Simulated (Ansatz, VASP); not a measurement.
ScAl in VASP and in Ansatz

```
Sc Al
1.0
     3.37035    0.00000    0.00000
     0.00000    3.37035    0.00000
     0.00000    0.00000    3.37035
Sc Al
1 1
Direct
  0.50000 0.50000 0.50000
  0.00000 0.00000 0.00000
```

Alike in both runs: task single point; functional PBEsol; k mesh 6 × 6 × 6; occupations gaussian, width 0.05 eV; no spin polarisation.

|  | VASP | Ansatz |
| --- | --- | --- |
| version | VASP 6.6.1 | Ansatz 0.2.0 |
| potentials or method | VASP PAW PBE potentials, release 64 (Sc_sv, Al), cutoff 520 eV | scalar-relativistic, plane waves, PAW |
| valence electrons in the cell | 14 | 14 |

Ansatz gave:

- gap on the k mesh at the Fermi level (eV): none
- pressure (GPa): -1.8

Q: Which values does VASP return?

A: gap on the k mesh at the Fermi level (eV): none; pressure (GPa): -1.7.

VASP's potentials were made for PBE, not for PBEsol. A gap of «none» marks a metal or a gap that the smearing closes.
